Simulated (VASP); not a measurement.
# Ga2PtS4 (P-62m) in VASP: a series of runs

The runs below take Ga2PtS4 through single point, relaxation of cell and atoms, with PBE.

Everything below comes from runs of VASP 6.6.1. Logs are shortened: lines on timing, memory, paths and dates and some standing lists are left out, and cuts for length are marked.

## 1. The cell of the first run

The structure is hexagonal, space group P-62m (No. 189). Conventional cell: a = 7.479 Å, b = 7.479 Å, c = 4.267 Å, α = 90.00°, β = 90.00°, γ = 120.00°. Within 3.0 Å of Ga (site symmetry -6) lie 3 S at 2.25 Å. Pt (site symmetry -62m) has 2 S at 2.13 Å within 2.8 Å. Within 3.0 Å of S (site symmetry m2m) lie 2 Ga at 2.25 Å. S (site symmetry -62m) has 2 Pt at 2.13 Å within 2.8 Å.

## 2. Single point, PBE

Contents of INCAR:

```
PREC     = Accurate       # precision mode
ENCUT    = 520            # plane-wave cutoff, eV
EDIFF    = 1E-6           # SCF threshold, eV
ISMEAR   = 0              # smearing method
SIGMA    = 0.15           # smearing width, eV
LREAL    = F              # projectors in reciprocal space
LASPH    = T              # aspherical terms in the spheres
NELM     = 100            # most SCF steps
ALGO     = Normal         # electronic algorithm
ISIF     = 2              # what is computed and relaxed
LWAVE    = F              # write WAVECAR
LCHARG   = T              # write CHGCAR
GGA      = PE             # functional
LELF     = T              # ELF
LVHAR    = T            
NBANDS   = 39             # bands
```

Contents of KPOINTS:

```
regular mesh
0
Gamma
  3 3 2
```

Contents of POSCAR:

```
Ga2PtS4
1.0
    7.4788968922      0.0000000000      0.0000000000
   -3.7394484461      6.4769147010      0.0000000000
    0.0000000000      0.0000000000      4.2669936708
Ga Pt S
2 1 4
Direct
    0.3333333333      0.6666666667      0.5000000000
    0.6666666667      0.3333333333      0.5000000000
    0.0000000000      0.0000000000      0.0000000000
    0.4135844775      0.0000000000      0.5000000000
    0.0000000000      0.4135844775      0.5000000000
    0.5864155225      0.5864155225      0.5000000000
    0.0000000000      0.0000000000      0.5000000000
```

Potentials or basis: VASP PAW PBE potentials, release 64 (Ga_d, Pt, S).

On the command line:

```bash
cat potpaw_PBE.64/Ga_d/POTCAR potpaw_PBE.64/Pt/POTCAR potpaw_PBE.64/S/POTCAR > POTCAR
mpirun -np 1 vasp_std > vasp.out
```

OUTCAR:

```text
PREC = Accurate
   ENCUT = 520
   EDIFF = 1E-6
   ISMEAR = 0
   LREAL = F
   LASPH = T
   NELM = 100
   ISIF = 2
   GGA = PE

 ion  position               nearest neighbor table
   1  0.333  0.667  0.500-   4 2.25   5 2.25   6 2.25
   2  0.667  0.333  0.500-   5 2.25   4 2.25   6 2.25
   3  0.000  0.000  0.000-   7 2.13   7 2.13
   4  0.414  0.000  0.500-   1 2.25   2 2.25
   5  0.000  0.414  0.500-   2 2.25   1 2.25
   6  0.586  0.586  0.500-   1 2.25   2 2.25
   7  0.000  0.000  0.500-   3 2.13   3 2.13

  LATTYP: Found a hexagonal cell.
 ALAT       =     7.4788968922
 C/A-ratio  =     0.5705378390

  Lattice vectors:

 A1 = (   7.4788968922,   0.0000000000,   0.0000000000)
 A2 = (  -3.7394484461,   6.4769147010,   0.0000000000)
 A3 = (   0.0000000000,   0.0000000000,   4.2669936708)

Analysis of symmetry for initial positions (statically):
=====================================================================
 Subroutine PRICEL returns:
 Original cell was already a primitive cell.

 Routine SETGRP: Setting up the symmetry group for a
 hexagonal supercell.

 Subroutine GETGRP returns: Found 12 space group operations
 (whereof 12 operations were pure point group operations)
 out of a pool of 24 trial point group operations.

The static configuration has the point symmetry D_3h.

Analysis of symmetry for dynamics (positions and initial velocities):
=====================================================================
 Subroutine PRICEL returns:
 Original cell was already a primitive cell.

 Routine SETGRP: Setting up the symmetry group for a
 hexagonal supercell.

 Subroutine GETGRP returns: Found 12 space group operations
 (whereof 12 operations were pure point group operations)
 out of a pool of 24 trial point group operations.

The dynamic configuration has the point symmetry D_3h.

 Subroutine INISYM returns: Found 12 space group operations
 (whereof 12 operations are pure point group operations),
 and found     1 'primitive' translations

----------------------------------------------------------------------------------------

                                     Primitive cell

  volume of cell :     206.6939

  direct lattice vectors                    reciprocal lattice vectors
     7.478896892  0.000000000  0.000000000     0.133709558  0.077197249  0.000000000
    -3.739448446  6.476914701  0.000000000     0.000000000  0.154394499  0.000000000
     0.000000000  0.000000000  4.266993671     0.000000000  0.000000000  0.234357039

  length of vectors
     7.478896892  7.478896892  4.266993671     0.154394499  0.154394499  0.234357039

  position of ions in fractional coordinates (direct lattice)
     0.333333333  0.666666667  0.500000000
     0.666666667  0.333333333  0.500000000
     0.000000000  0.000000000  0.000000000
     0.413584478  0.000000000  0.500000000
     0.000000000  0.413584478  0.500000000
     0.586415522  0.586415522  0.500000000
     0.000000000  0.000000000  0.500000000

  ion indices of the primitive-cell ions
   primitive index   ion index
                 1           1
                 2           2
                 3           3
                 4           4
                 5           5
                 6           6
                 7           7

----------------------------------------------------------------------------------------

 KPOINTS: regular mesh

Automatic generation of k-mesh.
 Grid dimensions read from file:
 generate k-points for:    3    3    2

 Generating k-lattice:

  Cartesian coordinates                     Fractional coordinates (reciprocal lattice)
     0.044569853  0.025732416  0.000000000     0.333333333  0.000000000  0.000000000
     0.000000000  0.051464833  0.000000000     0.000000000  0.333333333  0.000000000
     0.000000000  0.000000000  0.117178519     0.000000000  0.000000000  0.500000000

  Length of vectors
     0.051464833  0.051464833  0.117178519

  Shift w.r.t. Gamma in fractional coordinates (k-lattice)
     0.000000000  0.000000000  0.000000000

 Subroutine IBZKPT returns following result:
 ===========================================

 Found      6 irreducible k-points:

 Following reciprocal coordinates:
            Coordinates               Weight
  0.000000  0.000000  0.000000      1.000000
  0.333333  0.000000  0.000000      6.000000
  0.333333  0.333333  0.000000      2.000000
  0.000000  0.000000  0.500000      1.000000
  0.333333  0.000000  0.500000      6.000000
  0.333333  0.333333  0.500000      2.000000
   k-points           NKPTS =      6   k-points in BZ     NKDIM =      6   number of bands    NBANDS=     39
   number of dos      NEDOS =    301   number of ions     NIONS =      7
   total plane-waves  NPLWV = 100352
   dimension x,y,z NGX =    56 NGY =   56 NGZ =   32
   dimension x,y,z NGXF=   112 NGYF=  112 NGZF=   64
   ions per type =               2   1   4
   NGX,Y,Z   is equivalent  to a cutoff of  12.45, 12.45, 12.47 a.u.
   NGXF,Y,Z  is equivalent  to a cutoff of  24.90, 24.90, 24.93 a.u.
 SYSTEM =  unknown system
   PREC   = accura    normal or accurate (medium, high low for compatibility)
   ISTART =      0    job   : 0-new  1-cont  2-samecut
   ICHARG =      2    charge: 1-file 2-atom 10-const
   ISPIN  =      1    spin polarized calculation?
   LNONCOLLINEAR =      F non collinear calculations
   LSORBIT =      F    spin-orbit coupling
   LASPH  =      T    aspherical Exc in radial PAW
   ENCUT  =  520.0 eV  38.22 Ry    6.18 a.u.  13.91 13.91  7.93*2*pi/ulx,y,z
   NELM   =    100;   NELMIN=  2; NELMDL= -5     # of ELM steps
   EDIFF  = 0.1E-05   stopping-criterion for ELM
   LREAL  =      F    real-space projection
   EDIFFG = 0.1E-04   stopping-criterion for IOM
   NSW    =      0    number of steps for IOM
   IBRION =     -1    ionic relax: 0-MD 1-quasi-New 2-CG
   NFREE  =      0    steps in history (QN), initial steepest desc. (CG)
   ISIF   =      2    stress and relaxation
   ISYM   =      2    0-nonsym 1-usesym 2-fastsym
   POTIM  = 0.5000    time-step for ionic-motion
   TEBEG  =    0.0;   TEEND  =   0.0 temperature during run
   PSTRESS=    0.0 pullay stress
   NELECT =      60.0000    total number of electrons
   NUPDOWN=      -1.0000    fix difference up-down
   EMIN   =  10.00;   EMAX   =-10.00  energy-range for DOS
   EFERMI =   0.00;   METHOD = LEGACY
   ISMEAR =     0;   SIGMA  =   0.15  broadening in eV -4-tet -1-fermi 0-gaus
   EFERMI_NEDOS =   21; number of points for ismear=-14 and -15
   IALGO  =     38    algorithm
   IMIX   =      4    mixing-type and parameters
     AMIX     =   0.40;   BMIX     =  1.00
     AMIX_MAG =   1.60;   BMIX_MAG =  1.00
  volume/ion in A,a.u.               =      29.53       199.26
  Fermi-wavevector in a.u.,A,eV,Ry     =   1.083967  2.048400 15.986630  1.174984
  Thomas-Fermi vector in A             =   2.220046
   LORBIT       =      0    0 simple, 1 ext, 2 COOP (PROOUT), +10 PAW based schemes
   GGA     = PE    functional components
   LHFCALC =     F    Hartree Fock is set to
   AEXX    =    0.0000 exact exchange contribution
   IVDW    =     0    specifies the selected vdW correction
   LEPSILON=     F    determine dielectric tensor
   LRPA    =     F    only Hartree local field effects (RPA)
 non-spin polarized calculation
 Gauss-broadening in eV      SIGMA  =   0.15
  energy-cutoff  :      520.00
  volume of cell :      206.69
 maximum number of plane-waves:      5578
 NGX is ok and might be reduce to    56
   NGX = 27   NGY = 27   NGZ = 15

 number of electron      60.0000016 magnetization

 Free energy of the ion-electron system (eV)
  ---------------------------------------------------
  ext. energy  EPLUGINS =         0.00000000
  ---------------------------------------------------
  free energy    TOTEN  =       -27.70377340 eV

  energy without entropy =      -27.70376647  energy(sigma->0) =      -27.70376994

 E-fermi :   1.4807     XC(G=0):  -8.0031

 val. band max:        1.0587983453   @ k =   0.0000   0.0000   0.0000
 cond. band min:       1.8855619409   @ k =   0.0000   0.0000   0.0000
 fundamental gap:      0.8267635957
 Fermi energy:         1.4807277404

 k-point     1 :       0.0000    0.0000    0.0000
  band No.  band energies     occupation
      1     -14.0256      2.00000
      2     -13.9355      2.00000
      3     -13.9355      2.00000
      4     -13.9055      2.00000
      5     -13.8023      2.00000
      6     -13.8023      2.00000
[... 31 lines left out ...]
     38       7.0949      0.00000
     39       7.4092      0.00000

 k-point     2 :       0.3333    0.0000    0.0000
  band No.  band energies     occupation
      1     -14.0124      2.00000
      2     -13.9702      2.00000
      3     -13.9391      2.00000
      4     -13.8697      2.00000
      5     -13.8156      2.00000
      6     -13.8012      2.00000
[... 31 lines left out ...]
     38       6.5852      0.00000
     39       7.0774      0.00000

 k-point     3 :       0.3333    0.3333    0.0000
  band No.  band energies     occupation
      1     -13.9936      2.00000
      2     -13.9936      2.00000
      3     -13.9423      2.00000
      4     -13.8402      2.00000
      5     -13.8402      2.00000
      6     -13.8013      2.00000
[... 31 lines left out ...]
     38       6.4695      0.00000
     39       7.1117      0.00000

 k-point     4 :       0.0000    0.0000    0.5000
  band No.  band energies     occupation
      1     -14.0200      2.00000
      2     -13.9325      2.00000
      3     -13.9325      2.00000
      4     -13.8994      2.00000
      5     -13.8039      2.00000
      6     -13.8039      2.00000
[... 31 lines left out ...]
     38       5.9203      0.00000
     39       6.7385      0.00000

 k-point     5 :       0.3333    0.0000    0.5000
  band No.  band energies     occupation
      1     -14.0075      2.00000
      2     -13.9658      2.00000
      3     -13.9357      2.00000
      4     -13.8656      2.00000
      5     -13.8142      2.00000
      6     -13.8040      2.00000
[... 31 lines left out ...]
     38       6.5453      0.00000
     39       7.5479      0.00000

 k-point     6 :       0.3333    0.3333    0.5000
  band No.  band energies     occupation
      1     -13.9891      2.00000
      2     -13.9891      2.00000
      3     -13.9386      2.00000
      4     -13.8375      2.00000
      5     -13.8375      2.00000
      6     -13.8042      2.00000
[... 31 lines left out ...]
     38       7.3898      0.00000
     39       8.3048      0.00000

------------------------ aborting loop because EDIFF is reached ----------------------------------------

  FORCE on cell =-STRESS in cart. coord.  units (eV):
  Direction    XX          YY          ZZ          XY          YZ          ZX
  --------------------------------------------------------------------------------------
  -------------------------------------------------------------------------------------
  Total       -0.7787453     -0.7787453     -0.5603311      0.0000000     -0.0000000      0.0000000
  in kB       -6.0364037     -6.0364037     -4.3433772      0.0000000     -0.0000000      0.0000000
  external PRESSURE =      -5.4720615 kB  Pullay stress =       0.0000000 kB

 VOLUME and BASIS-vectors are now :
 -----------------------------------------------------------------------------
  energy-cutoff  :      520.00
  volume of cell :      206.69
      direct lattice vectors                 reciprocal lattice vectors
     7.478896892  0.000000000  0.000000000     0.133709558  0.077197249  0.000000000
    -3.739448446  6.476914701  0.000000000     0.000000000  0.154394499  0.000000000
     0.000000000  0.000000000  4.266993671     0.000000000  0.000000000  0.234357039

 POSITION                                       TOTAL-FORCE (eV/Angst)
 -----------------------------------------------------------------------------------
     -0.00000      4.31794      2.13350        -0.000000     -0.000000      0.000000
      3.73945      2.15897      2.13350        -0.000000     -0.000000      0.000000
      0.00000      0.00000      0.00000        -0.000000     -0.000000      0.000000
      3.09316      0.00000      2.13350        -0.055534     -0.000000      0.000000
     -1.54658      2.67875      2.13350         0.027767     -0.048094     -0.000000
      2.19287      3.79816      2.13350         0.027767      0.048094     -0.000000
      0.00000      0.00000      2.13350        -0.000000     -0.000000      0.000000
 -----------------------------------------------------------------------------------
    total drift:                               -0.000007     -0.000012      0.000000

  FREE ENERGIE OF THE ION-ELECTRON SYSTEM (eV)
  ---------------------------------------------------
  free  energy   TOTEN  =       -27.7037734037 eV

  energy  without entropy=      -27.7037664746  energy(sigma->0) =      -27.70376994
```

Wall time 34 s (1 thread of AMD EPYC 9R45 (Zen 5), shared host); peak memory 0.29 GiB.

What came out:

* Free energy: -27.7038 eV
* Pressure: -0.5 GPa
* Largest force: 0.056 eV/Å
* Band gap on the k mesh: zero (band 30 reaches 2.80 eV, above the bottom of band 31 at 0.75 eV)

Forces on the atoms (eV/Å):
```
Ga   0.000  0.000  0.000
Ga   0.000  0.000  0.000
Pt   0.000  0.000  0.000
S   -0.056  0.000  0.000
S    0.028 -0.048  0.000
S    0.028  0.048  0.000
S    0.000  0.000  0.000
```

Stress tensor (GPa, compression positive):
```
-0.60  0.00  0.00
 0.00 -0.60  0.00
 0.00  0.00 -0.43
```

Caveat: the k points lie up to 0.74 Å⁻¹ apart; spin-orbit coupling is left out, which moves the levels of the heavy elements.

## 3. Relaxation of cell and atoms, PBE

This run uses another cell than the first one, of 23.58 Å³/atom, 0.799 times its volume.

Contents of INCAR:

```
SYSTEM = Ga2PtS4
PREC = Accurate
ENCUT = 600
EDIFF = 1E-6
ISMEAR = 0
SIGMA = 0.15
LREAL = .False.
LASPH = .True.
NELM = 60
ALGO = Normal
ISIF = 3
LWAVE = .False.
LCHARG = .False.
GGA = PE
IBRION = 2
NSW = 36
EDIFFG = -0.08
```

Contents of KPOINTS:

```
regular mesh
0
Gamma
  3 3 2
  0 0 0
```

Contents of POSCAR:

```
Ga2PtS4
1.0
    5.6076661000      0.0000000000      0.0000000000
   -2.8038330500      4.8563813000      0.0000000000
    0.0000000000      0.0000000000      6.0612070000
Ga Pt S
2 1 4
Direct
    0.3333333300      0.6666666700      0.5000000000
    0.6666666700      0.3333333300      0.5000000000
    0.0000000000      0.0000000000      0.0000000000
    0.3637205100      0.0000000000      0.5000000000
    0.0000000000      0.3637205100      0.5000000000
    0.6362794900      0.6362794900      0.5000000000
    0.0000000000      0.0000000000      0.5000000000
```

Potentials or basis: VASP PAW PBE potentials, release 64 (Ga_d, Pt, S).

On the command line:

```bash
cat potpaw_PBE.64/Ga_d/POTCAR potpaw_PBE.64/Pt/POTCAR potpaw_PBE.64/S/POTCAR > POTCAR
mpirun -np 1 vasp_std > vasp.out
```

Run time: 11 min. Hardware: 1 thread of AMD EPYC 9R45 (Zen 5), shared host; peak memory 0.34 GiB.

Results (log left out):

```yaml
Free_energy: -27.6742 eV
Relaxed_volume: 29.25 Å³/atom
Relaxed_cell: a = 7.441 Å, b = 7.441 Å, c = 4.270 Å, α = 90.00°, β = 90.00°, γ = 120.00°
Space_group_after_relaxing_to_0.05_Å: P-62m (No. 189)
Energy_gained_by_relaxing: 3017.6 meV/atom
Ionic_steps: 20
Pressure_after_relaxing: -0.3 GPa
Largest_force_after_relaxing: 0.053 eV/Å
Band_gap_on_the_k_mesh: zero (band 30 reaches 2.86 eV, above the bottom of band 31 at 0.87 eV)
```

Forces on the atoms (eV/Å):
```
Ga   0.000  0.000  0.000
Ga   0.000  0.000  0.000
Pt   0.000  0.000  0.000
S    0.053  0.000  0.000
S   -0.027  0.046  0.000
S   -0.027 -0.046  0.000
S    0.000  0.000  0.000
```

Stress tensor (GPa, compression positive):
```
-0.28  0.00  0.00
 0.00 -0.28  0.00
 0.00  0.00 -0.41
```

The path:
```
step  energy change (eV)  largest force (eV/Å)  pressure (GPa)  volume (Å³)
   1              0.0000                6.0057           56.47       165.06
   2            -12.2391                0.5375           -5.89       412.71
   3            -17.0072                0.8558           -2.34       265.91
   4            -17.0217                0.8643           -2.11       263.70
   5            -17.0340                0.8796           -1.55       258.89
   6            -17.0320                0.8739           -1.80       260.95
   7            -17.5561                0.7941           -2.11       249.58
   8            -19.0278                1.1831           -2.03       221.55
   9            -11.4806                1.8183           35.25       162.13
  10            -19.3748                1.3575           -1.78       215.64
  11            -19.9242                1.8773            4.23       189.34
  12            -20.0492                1.7809            0.05       200.97
  13            -20.1135                1.8361            1.28       196.45
  14            -20.5156                1.3302            2.03       195.02
  15            -20.5869                1.0165            2.89       194.06
  16            -20.9398                0.6054            1.16       198.96
  17            -21.1075                0.0121           -1.05       208.15
  18            -21.1166                0.0799           -0.76       206.55
  19            -21.1168                0.0968           -0.67       206.28
  20            -21.1234                0.0532           -0.32       204.75
```

Final structure:
```
CELL_PARAMETERS angstrom
7.44079 0.00000 0.00000
-3.72039 6.44391 0.00000
0.00000 0.00000 4.27021
ATOMIC_POSITIONS crystal
Ga 0.33333 0.66667 0.50000
Ga 0.66667 0.33333 0.50000
Pt 0.00000 0.00000 0.00000
S 0.40843 0.00000 0.50000
S 0.00000 0.40843 0.50000
S 0.59157 0.59157 0.50000
S 0.00000 0.00000 0.50000
```

Levels at points of the mesh, in eV from the Fermi level:
```tsv
k point	band 27	band 28	band 29	band 30	band 31	band 32	band 33	band 34
(0.00, 0.00, 0.00)	-1.32	-0.99	-0.99	-0.44	-0.44	0.42	2.41	2.85
(0.00, 0.00, 0.50)	-1.06	-1.06	-0.71	0.49	0.71	1.60	1.60	3.89
```

Caveat: the k points lie up to 0.74 Å⁻¹ apart in the final cell; the volume moved by over 15 % at a fixed basis, so the end points are rough; spin-orbit coupling is left out, which moves the levels of the heavy elements; the relaxation stopped at a loose force limit of 0.08 eV/Å, so its end isn't a converged minimum.
